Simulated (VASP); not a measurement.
**SiC: single point with PBEsol**

SiC:

```
Si C
1.0
     3.07577    0.00000    0.00000
    -1.53789    2.66370    0.00000
     0.00000    0.00000    5.04753
Si C
2 2
Direct
  0.33333 0.66667 0.00459
  0.66667 0.33333 0.50459
  0.33333 0.66667 0.38041
  0.66667 0.33333 0.88041
```

```yaml
Program: VASP 6.6.1
Task: single point
Functional: PBEsol
Potentials_or_basis: VASP PAW PBE potentials, release 64 (Si, C)
Cutoff: 520 eV
k_mesh: 12 × 12 × 6
Occupations: fermi-dirac, width 0.1 eV
Spin: no spin polarisation
Dipole_correction: no
Further_INCAR_settings: ALGO = Normal; EDIFF = 1e-06; NBANDS = 16
```

```yaml
Pressure: 0.4 GPa
Band_gap_on_the_k_mesh: 2.11 eV (least direct gap 3.85 eV)
```

Levels at points of the mesh, in eV from the valence-band top:
```tsv
k point	band 6	band 7	band 8	band 9	band 10	band 11
(0.00, 0.00, 0.00)	-0.11	0.00	0.00	4.74	6.15	6.59
(0.50, 0.00, 0.00)	-3.34	-3.34	-1.20	2.65	4.12	6.80
(0.00, 0.00, 0.50)	-0.72	-0.72	-0.72	5.83	5.83	7.27
(0.50, 0.00, 0.50)	-2.46	-2.34	-2.34	3.17	3.17	5.16
```

It took 59 s on 1 thread of Intel Xeon 8259CL, with other jobs on the host, peak memory 0.18 GiB.

Caveat: the PAW data sets were made with another functional, which shifts forces and pressure a little. A k mesh can miss the band edges.
